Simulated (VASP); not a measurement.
# BeTe (Immm) in VASP: further runs, part 2 of 2

VASP 6.6.1.

## Step 3: Relaxation of cell and atoms, PBE

File INCAR:

```
PREC = Accurate ; ENCUT = 600
EDIFF = 1E-6 ; ISMEAR = 0
SIGMA = 0.1 ; LREAL = F
LASPH = T ; NELM = 60
ALGO = Normal ; ISIF = 3
LWAVE = F ; LCHARG = F
GGA = PE ; IBRION = 2
NSW = 90 ; EDIFFG = -0.04
```

File KPOINTS:

```
regular mesh
0
Gamma
  6 6 6
```

File POSCAR:

```
BeTe
1.0
   -2.0122769900      2.2905059000      2.4161685500
    2.0122769900     -2.2905059000      2.4161685500
    2.0122769900      2.2905059000     -2.4161685500
Be Te
1 1
Direct
    0.5000000000      0.0000000000      0.5000000000
    0.0000000000      0.0000000000      0.0000000000
```

Potentials or basis: VASP PAW PBE potentials, release 64 (Be, Te).

Run with:

```
> cat potpaw_PBE.64/Be/POTCAR potpaw_PBE.64/Te/POTCAR > POTCAR
> mpirun -np 1 vasp_std > vasp.out
```

OUTCAR:

```text
PREC = Accurate
   ENCUT = 600
   EDIFF = 1E-6
   ISMEAR = 0
   LREAL = F
   LASPH = T
   NELM = 60
   ISIF = 3
   GGA = PE
   IBRION = 2
   NSW = 90
   EDIFFG = -0.04

 ion  position               nearest neighbor table
   1  0.500  0.000  0.500-   2 2.29   2 2.29
   2  0.000  0.000  0.000-   1 2.29   1 2.29

  LATTYP: Found a body centered orthorhombic cell.
 ALAT       =     4.0245539800
 B/A-ratio  =     1.1382657116
 C/A-ratio  =     1.2007137000

  Lattice vectors:

 A1 = (  -2.0122769900,   2.2905059000,   2.4161685500)
 A2 = (   2.0122769900,  -2.2905059000,   2.4161685500)
 A3 = (   2.0122769900,   2.2905059000,  -2.4161685500)

Analysis of symmetry for initial positions (statically):
=====================================================================
 Subroutine PRICEL returns:
 Original cell was already a primitive cell.

 Routine SETGRP: Setting up the symmetry group for a
 body centered orthorhombic supercell.

 Subroutine GETGRP returns: Found  8 space group operations
 (whereof  8 operations were pure point group operations)
 out of a pool of  8 trial point group operations.

The static configuration has the point symmetry D_2h.

Analysis of symmetry for dynamics (positions and initial velocities):
=====================================================================
 Subroutine PRICEL returns:
 Original cell was already a primitive cell.

 Routine SETGRP: Setting up the symmetry group for a
 body centered orthorhombic supercell.

 Subroutine GETGRP returns: Found  8 space group operations
 (whereof  8 operations were pure point group operations)
 out of a pool of  8 trial point group operations.

The dynamic configuration has the point symmetry D_2h.

 Subroutine INISYM returns: Found  8 space group operations
 (whereof  8 operations are pure point group operations),
[... 136 lines left out ...]

 number of electron       8.0000000 magnetization

 Free energy of the ion-electron system (eV)
  ---------------------------------------------------
  ext. energy  EPLUGINS =         0.00000000
  ---------------------------------------------------
  free energy    TOTEN  =        -5.99677970 eV

  energy without entropy =       -5.99355407  energy(sigma->0) =       -5.99516688

------------------------ aborting loop because EDIFF is reached ----------------------------------------

  FORCE on cell =-STRESS in cart. coord.  units (eV):
  Direction    XX          YY          ZZ          XY          YZ          ZX
  --------------------------------------------------------------------------------------
  -------------------------------------------------------------------------------------
  Total       -0.5635452      3.7484461     -1.7325498      0.0000000      0.0000000      0.0000000
  in kB      -20.2690303    134.8203528    -62.3146158      0.0000000      0.0000000      0.0000000
  external PRESSURE =      17.4122356 kB  Pullay stress =       0.0000000 kB
[... 89 lines left out ...]
  FREE ENERGIE OF THE ION-ELECTRON SYSTEM (eV)
  ---------------------------------------------------
  free  energy   TOTEN  =        -6.2644557576 eV

  energy  without entropy=       -6.2613507809  energy(sigma->0) =       -6.26290327

[... ionic steps 4 to 10 ...]

--------------------------------------- Ionic step       11  -------------------------------------------

 number of electron       8.0000000 magnetization

------------------------ aborting loop because EDIFF is reached ----------------------------------------
[... 67 lines left out ...]
--------------------------------------- Ionic step       13  -------------------------------------------

 number of electron       8.0000000 magnetization

 Free energy of the ion-electron system (eV)
  ---------------------------------------------------
  ext. energy  EPLUGINS =         0.00000000
  ---------------------------------------------------
  free energy    TOTEN  =        -6.58540179 eV

  energy without entropy =       -6.58272108  energy(sigma->0) =       -6.58406143

 E-fermi :   7.3382     XC(G=0):  -9.9603

 val. band max:        7.1586096373   @ k =  -0.0000   0.3333   0.0000
 cond. band min:       7.3684825019   @ k =   0.5000  -0.3333   0.3333
 fundamental gap:      0.2098728646
 Fermi energy:         7.3381806891

 k-point     1 :       0.0000    0.0000    0.0000
  band No.  band energies     occupation
      1      -6.0957      2.00000
      2       6.9134      2.00000
      3       7.0324      1.99998
      4       7.0559      1.99993
      5      10.3359      0.00000
      6      13.4365      0.00000
      7      13.4432      0.00000
      8      14.1018      0.00000
[... 243 lines left out ...]
 k-point    24 :       0.1667    0.3333    0.1667
  band No.  band energies     occupation
      1      -3.3341      2.00000
      2       1.7480      2.00000
      3       3.1822      2.00000
      4       3.2393      2.00000
      5       8.7642      0.00000
      6      12.5877      0.00000
      7      12.9448      0.00000
      8      16.4577      0.00000

 [... further k-points ...]
[... 5 lines left out ...]
  --------------------------------------------------------------------------------------
  -------------------------------------------------------------------------------------
  Total       -0.0344437      0.0511423      0.0071526     -0.0000000      0.0000000      0.0000000
  in kB       -1.4342378      2.1295680      0.2978340     -0.0000000      0.0000000      0.0000000
  external PRESSURE =       0.3310547 kB  Pullay stress =       0.0000000 kB
[... 17 lines left out ...]
  FREE ENERGIE OF THE ION-ELECTRON SYSTEM (eV)
  ---------------------------------------------------
  free  energy   TOTEN  =        -6.5854017859 eV

  energy  without entropy=       -6.5827210800  energy(sigma->0) =       -6.58406143

 reached required accuracy - stopping structural energy minimisation
```

CONTCAR:

```text
BeTe
   1.00000000000000
    -1.9026644089884928    2.6615014642302879    1.8995480523468429
     1.9026644089884928   -2.6615014642302879    1.8995480523468429
     1.9026644089884928    2.6615014642302879   -1.8995480523468429
  Be              Te
     1     1
Direct
     0.5000000000000000    0.0000000000000000    0.5000000000000000
     0.0000000000000000    0.0000000000000000    0.0000000000000000

  0.00000000E+00  0.00000000E+00  0.00000000E+00
  0.00000000E+00  0.00000000E+00  0.00000000E+00
```

It took 54 s on 1 thread of Intel Xeon 6975P-C (Granite Rapids), shared host; peak memory 0.2 GiB.

Results:

| Property | Result |
| --- | --- |
| Free energy | -6.5854 eV |
| Relaxed volume | 19.24 Å³/atom |
| Relaxed cell | a = 3.783 Å, b = 3.783 Å, c = 3.783 Å, α = 119.61°, β = 90.58°, γ = 119.72° |
| Space group after relaxing (to 0.05 Å) | I4/mmm (No. 139) |
| Energy gained by relaxing | 294.3 meV/atom |
| Ionic steps | 13 |
| Pressure after relaxing | 0.0 GPa |
| Band gap on the k mesh | zero (band 4 reaches 7.55 eV, above the bottom of band 5 at 6.27 eV) |

Stress tensor (GPa, compression positive):
```
-0.14  0.00  0.00
 0.00  0.21  0.00
 0.00  0.00  0.03
```

The path:
| step | energy change (eV) | largest force (eV/Å) | pressure (GPa) | volume (Å³) |
| --- | --- | --- | --- | --- |
| 1 | 0.0000 | 0.0000 | 1.74 | 44.55 |
| 2 | -0.2432 | 0.0000 | -5.23 | 45.91 |
| 3 | -0.2677 | 0.0000 | -6.69 | 46.32 |
| 4 | -0.5037 | 0.0000 | -4.10 | 41.64 |
| 5 | -0.5626 | 0.0000 | -1.08 | 39.16 |
| 6 | -0.5661 | 0.0000 | 0.13 | 38.43 |
| 7 | -0.5660 | 0.0000 | -0.15 | 38.58 |
| 8 | -0.5766 | 0.0000 | 0.00 | 38.50 |
| 9 | -0.5841 | 0.0000 | 0.57 | 38.22 |
| 10 | -0.5864 | 0.0000 | 0.35 | 38.32 |
| 11 | -0.5881 | 0.0000 | -0.18 | 38.61 |
| 12 | -0.5881 | 0.0000 | -0.15 | 38.59 |
| 13 | -0.5886 | 0.0000 | 0.03 | 38.48 |

Final structure:
```xyz
2
Lattice="-1.9027 2.6615 1.8995 1.9027 -2.6615 1.8995 1.9027 2.6615 -1.8995" Properties=species:S:1:pos:R:3 pbc="T T T"
Be    0.0000    2.6615    0.0000
Te    0.0000    0.0000    0.0000
```

Levels at points of the mesh, in eV from the Fermi level:
| k point | band 1 | band 2 | band 3 | band 4 | band 5 | band 6 | band 7 | band 8 |
| --- | --- | --- | --- | --- | --- | --- | --- | --- |
| (0.00, 0.00, 0.00) | -13.43 | -0.42 | -0.31 | -0.28 | 3.00 | 6.10 | 6.11 | 6.76 |
| (0.50, 0.00, 0.00) | -11.50 | -6.86 | -0.38 | -0.30 | 2.19 | 2.25 | 2.89 | 5.48 |
| (0.00, 0.50, 0.00) | -10.71 | -6.12 | -3.13 | -3.00 | -0.97 | 3.01 | 8.63 | 8.96 |
| (0.50, 0.50, 0.00) | -11.51 | -6.86 | -0.36 | -0.30 | 2.21 | 2.25 | 2.90 | 5.49 |
| (0.50, 0.50, 0.50) | -10.64 | -6.12 | -3.14 | -3.11 | -1.07 | 2.97 | 8.75 | 8.76 |

Caveat: spin-orbit coupling is left out, which moves the levels of the heavy elements.
